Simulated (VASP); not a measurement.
# BRu16 (a cell with a defect) in VASP: single point with PBE

Aim: the single point of BRu16 (a cell with a defect) with PBE.

Everything below comes from runs of VASP 6.6.1. Logs are shortened: lines on timing, memory, paths and dates and some standing lists are left out, and cuts for length are marked.

## 1. The cell of the first run

The cell holds a defect, 17 atoms: a = 5.483 Å, b = 5.483 Å, c = 8.709 Å, α = 90.00°, β = 90.00°, γ = 120.00°.

## 2. Single point, PBE

Input file INCAR:

```
ALGO = Normal
EDIFF = 1E-6
ENCUT = 420
GGA = PE
GGA_COMPAT = False
ISIF = 2
ISMEAR = -1
LASPH = True
LCHARG = True
LELF = True
LREAL = False
LVHAR = True
LWAVE = False
NBANDS = 128
NELM = 120
PREC = Accurate
SIGMA = 0.5
```

Input file KPOINTS:

```
k-points
0
Gamma
  4 4 2
```

Input file POSCAR:

```
BRu16
1.0
    5.4830553700      0.0000000600      0.0000000000
   -2.7415277300      4.7484652100      0.0000000000
    0.0000000000      0.0000000000      8.7086425000
Ru B
16 1
Direct
    0.1659008348      0.3336035793      0.1256686102
    0.3145742783      0.1292331214      0.3682821978
    0.1642140055      0.3327609912      0.6264544675
    0.3358825016      0.1717674962      0.8765235225
    0.1671271629      0.8341956432      0.1136219566
    0.3146059185      0.6866662884      0.3682935658
    0.1671069187      0.8341956432      0.6361710221
    0.3359048610      0.6653994165      0.8765268525
    0.6676837828      0.3336286336      0.1256836528
    0.8337681340      0.1675433882      0.3759700780
    0.6685204860      0.3327742523      0.6264480371
    0.8337723354      0.1675802422      0.8783774279
    0.6677134536      0.8354381436      0.1256484004
    0.8722206965      0.6868139080      0.3682587728
    0.6685499329      0.8371260574      0.6264804187
    0.8295106818      0.6654118353      0.8765286897
    0.5005887302      0.5008512993      0.4400185218
```

Potentials or basis: VASP PAW PBE potentials, release 64 (Ru_pv, B).

Run with:

```console
> cat potpaw_PBE.64/Ru_pv/POTCAR potpaw_PBE.64/B/POTCAR > POTCAR
> mpirun -np 1 vasp_std > vasp.out
```

OUTCAR:

```text
EDIFF = 1E-6
   ENCUT = 420
   GGA = PE
   ISIF = 2
   ISMEAR = -1
   LASPH = True
   LREAL = False
   NELM = 120
   PREC = Accurate

 ion  position               nearest neighbor table
   1  0.166  0.334  0.126-  12 2.67   8 2.68   4 2.68  10 2.69   2 2.70   6 2.70  13 2.73   9 2.73
                             5 2.74   5 2.74   9 2.75  13 2.75
   2  0.315  0.129  0.368-  17 1.87  14 2.43   6 2.43   5 2.62   1 2.70   9 2.70   7 2.72  10 2.75
                            10 2.75   3 2.81  11 2.81   6 3.06  14 3.06
   3  0.164  0.333  0.626-  17 2.28  10 2.69   8 2.69   4 2.69  12 2.70  15 2.72  11 2.72   7 2.74
                             7 2.74  11 2.77  15 2.77   6 2.81   2 2.81
   4  0.336  0.172  0.877-   5 2.61   7 2.64   1 2.68   9 2.68  11 2.69   3 2.69   8 2.71  16 2.71
                            12 2.74  12 2.74  16 2.78   8 2.78
   5  0.167  0.834  0.114-   8 2.61   4 2.61  16 2.61  14 2.62   2 2.62   6 2.62  13 2.74   1 2.74
                             9 2.74   9 2.74   1 2.74  13 2.74
   6  0.315  0.687  0.368-  17 1.87  14 2.43   2 2.43   5 2.62   1 2.70  13 2.70   7 2.72  10 2.75
                            10 2.75   3 2.81  15 2.81   2 3.06  14 3.06
   7  0.167  0.834  0.636-   4 2.64   8 2.64  16 2.64  14 2.72   6 2.72   2 2.72  15 2.74   3 2.74
                            11 2.74  11 2.74   3 2.74  15 2.74
   8  0.336  0.665  0.877-   5 2.61   7 2.64  13 2.68   1 2.68  15 2.69   3 2.69  16 2.71   4 2.71
                            12 2.74  12 2.74   4 2.78  16 2.78
   9  0.668  0.334  0.126-  12 2.67  16 2.68   4 2.68  10 2.69   2 2.70  14 2.70  13 2.73   1 2.73
                             5 2.74   5 2.74   1 2.75  13 2.75
  10  0.834  0.168  0.376-   3 2.69  11 2.69  15 2.69   9 2.69   1 2.69  13 2.69   2 2.75  14 2.75
                             6 2.75   6 2.75   2 2.75  14 2.75
  11  0.669  0.333  0.626-  17 2.28  10 2.69   4 2.69  16 2.69  12 2.70  15 2.72   3 2.72   7 2.74
                             7 2.74   3 2.77  15 2.77   2 2.81  14 2.81
  12  0.834  0.168  0.878-  13 2.67   1 2.67   9 2.67  15 2.70   3 2.70  11 2.70  16 2.74   8 2.74
                             4 2.74   4 2.74   8 2.74  16 2.74
  13  0.668  0.835  0.126-  12 2.67   8 2.68  16 2.68  10 2.69  14 2.70   6 2.70   1 2.73   9 2.73
                             5 2.74   5 2.74   9 2.75   1 2.75
  14  0.872  0.687  0.368-  17 1.87   2 2.43   6 2.43   5 2.62   9 2.70  13 2.70   7 2.72  10 2.75
                            10 2.75  11 2.81  15 2.81   6 3.06   2 3.06
  15  0.669  0.837  0.626-  17 2.28  10 2.69   8 2.69  16 2.69  12 2.70   3 2.72  11 2.72   7 2.74
                             7 2.74  11 2.77   3 2.77   6 2.81  14 2.81
  16  0.830  0.665  0.877-   5 2.61   7 2.64  13 2.68   9 2.68  15 2.69  11 2.69   8 2.71   4 2.71
                            12 2.74  12 2.74   4 2.78   8 2.78
  17  0.501  0.501  0.440-   2 1.87  14 1.87   6 1.87  11 2.28  15 2.28   3 2.28

  LATTYP: Found a hexagonal cell.
 ALAT       =     5.4830553700
 C/A-ratio  =     1.5882827935

  Lattice vectors:

 A1 = (   5.4830553700,   0.0000000600,   0.0000000000)
 A2 = (  -2.7415277300,   4.7484652100,   0.0000000000)
 A3 = (   0.0000000000,   0.0000000000,   8.7086425000)

Analysis of symmetry for initial positions (statically):
[... 167 lines left out ...]
   IALGO  =     38    algorithm
   IMIX   =      4    mixing-type and parameters
     AMIX     =   0.40;   BMIX     =  1.00
     AMIX_MAG =   1.60;   BMIX_MAG =  1.00
  volume/ion in A,a.u.               =      13.34        90.01
  Fermi-wavevector in a.u.,A,eV,Ry     =   1.637726  3.094854 36.492833  2.682148
  Thomas-Fermi vector in A             =   2.728818
   LORBIT       =      0    0 simple, 1 ext, 2 COOP (PROOUT), +10 PAW based schemes
   GGA     = PE    functional components
   LHFCALC =     F    Hartree Fock is set to
   AEXX    =    0.0000 exact exchange contribution
   IVDW    =     0    specifies the selected vdW correction
   LEPSILON=     F    determine dielectric tensor
   LRPA    =     F    only Hartree local field effects (RPA)
 non-spin polarized calculation
  energy-cutoff  :      420.00
  volume of cell :      226.74
 maximum number of plane-waves:      4450
 NGX is ok and might be reduce to    40
   NGX = 19   NGY = 19   NGZ = 29

 number of electron     227.0000031 magnetization

 Free energy of the ion-electron system (eV)
  ---------------------------------------------------
  ext. energy  EPLUGINS =         0.00000000
  ---------------------------------------------------
  free energy    TOTEN  =      -158.74315196 eV

  energy without entropy =     -145.42502408  energy(sigma->0) =     -152.08408802

 E-fermi :  12.5129     XC(G=0): -13.9601

 val. band max:       12.4836102322   @ k =   0.0000   0.5000   0.5000
 cond. band min:      12.5162624524   @ k =   0.5000   0.5000   0.0000
 fundamental gap:      0.0326522202
 Fermi energy:        12.5128540605

 k-point     1 :       0.0000    0.0000    0.0000
  band No.  band energies     occupation
      1     -31.4391      2.00000
      2     -31.0347      2.00000
      3     -30.9772      2.00000
      4     -30.9766      2.00000
      5     -30.9314      2.00000
      6     -30.9194      2.00000
[... 2549 lines left out ...]
    124      13.3159      0.33424
    125      13.3484      0.31654
 [bands above 125 left out]

------------------------ aborting loop because EDIFF is reached ----------------------------------------

  FORCE on cell =-STRESS in cart. coord.  units (eV):
  Direction    XX          YY          ZZ          XY          YZ          ZX
  --------------------------------------------------------------------------------------
  -------------------------------------------------------------------------------------
  Total       20.3255746     20.3474697      9.2405830      0.0189028     -0.0122853     -0.0091827
  in kB      143.6240126    143.7787274     65.2955522      0.1335703     -0.0868101     -0.0648865
  external PRESSURE =     117.5660974 kB  Pullay stress =       0.0000000 kB

 VOLUME and BASIS-vectors are now :
 -----------------------------------------------------------------------------
  energy-cutoff  :      420.00
  volume of cell :      226.74
      direct lattice vectors                 reciprocal lattice vectors
     5.483055370  0.000000060  0.000000000     0.182380065  0.105297182  0.000000000
    -2.741527730  4.748465210  0.000000000    -0.000000002  0.210594360  0.000000000
     0.000000000  0.000000000  8.708642500     0.000000000  0.000000000  0.114828459

 POSITION                                       TOTAL-FORCE (eV/Angst)
 -----------------------------------------------------------------------------------
     -0.00494      1.58411      1.09440        -0.018415     -0.010394     -0.223839
      1.37053      0.61366      3.20724         0.004811      0.177078     -0.706215
     -0.01188      1.58010      5.45557        -0.081924     -0.046880     -0.098796
      1.37076      0.81563      7.63333        -0.000421     -0.013225     -0.128634
     -1.37060      3.96115      0.98949        -0.000857      0.000461     -0.222319
     -0.15751      3.26061      3.20734         0.164501     -0.090077     -0.701766
[... 9 lines left out ...]
      2.72401      3.15969      7.63337         0.013831      0.008082     -0.129326
      1.37166      2.37828      3.83196        -0.008153      0.008404      4.084323
 -----------------------------------------------------------------------------------
    total drift:                                0.000052      0.000113     -0.001508

  FREE ENERGIE OF THE ION-ELECTRON SYSTEM (eV)
  ---------------------------------------------------
  free  energy   TOTEN  =      -158.7431519644 eV

  energy  without entropy=     -145.4250240847  energy(sigma->0) =     -152.08408802
```

OSZICAR:

```text
N       E                     dE             d eps       ncg     rms          rms(c)
DAV:   1     0.276023979988E+04    0.27602E+04   -0.12160E+05  5280   0.169E+03
DAV:   2    -0.192747707884E+02   -0.27795E+04   -0.27158E+04  5280   0.574E+02
DAV:   3    -0.162651080087E+03   -0.14338E+03   -0.13710E+03  7192   0.116E+02
[... 13 lines left out ...]
DAV:  61    -0.158743147062E+03   -0.13364E-05   -0.13062E-05  2656   0.457E-04    0.146E-02
DAV:  62    -0.158743148363E+03   -0.13018E-05   -0.13100E-05  2656   0.581E-04    0.147E-02
DAV:  63    -0.158743149653E+03   -0.12898E-05   -0.12661E-05  2656   0.434E-04    0.150E-02
DAV:  64    -0.158743150977E+03   -0.13240E-05   -0.13119E-05  2656   0.294E-04    0.153E-02
DAV:  65    -0.158743151964E+03   -0.98723E-06   -0.98793E-06  2656   0.183E-04
   1 F= -.15874315E+03 E0= -.15208409E+03  d E =-.133181E+02
```

stdout:

```text
POSCAR found type information on POSCAR RuB
 POSCAR found :  2 types and      17 ions
 scaLAPACK will be used
 -----------------------------------------------------------------------------
|                                                                             |
[... 31 lines left out ...]
|     molecular-dynamics runs (even for insulators or semiconductors),        |
|     since the presence of unoccupied bands improves wavefunction            |
|     prediction and helps to suppress 'band-crossings'.                      |
|                                                                             |
 -----------------------------------------------------------------------------
```

Run time: 57 min. Hardware: 1 thread of Intel Xeon 8259CL, shared host; peak memory 0.47 GiB.

What came out:

```yaml
Free_energy: -158.7432 eV
Pressure: 11.8 GPa
Largest_force: 4.084 eV/Å
Band_gap_on_the_k_mesh: zero (an odd number of electrons rules out a gap without spin polarisation)
```

Forces on the atoms (eV/Å):
```
Ru  -0.018 -0.010 -0.224
Ru   0.005  0.177 -0.706
Ru  -0.082 -0.047 -0.099
Ru   0.000 -0.013 -0.129
Ru  -0.001  0.000 -0.222
Ru   0.165 -0.090 -0.702
Ru   0.000  0.000 -0.239
Ru  -0.013  0.007 -0.129
Ru   0.020 -0.011 -0.224
Ru  -0.001  0.000 -0.162
Ru   0.084 -0.047 -0.098
Ru   0.000 -0.001  0.005
Ru   0.000  0.021 -0.221
Ru  -0.164 -0.096 -0.702
Ru   0.001  0.093 -0.102
Ru   0.014  0.008 -0.129
B   -0.008  0.008  4.084
```

Caveat: the k points lie up to 0.36 Å⁻¹ apart, too coarse for converged energies and pressures of a metal; so wide a smearing shifts energies and pressures.
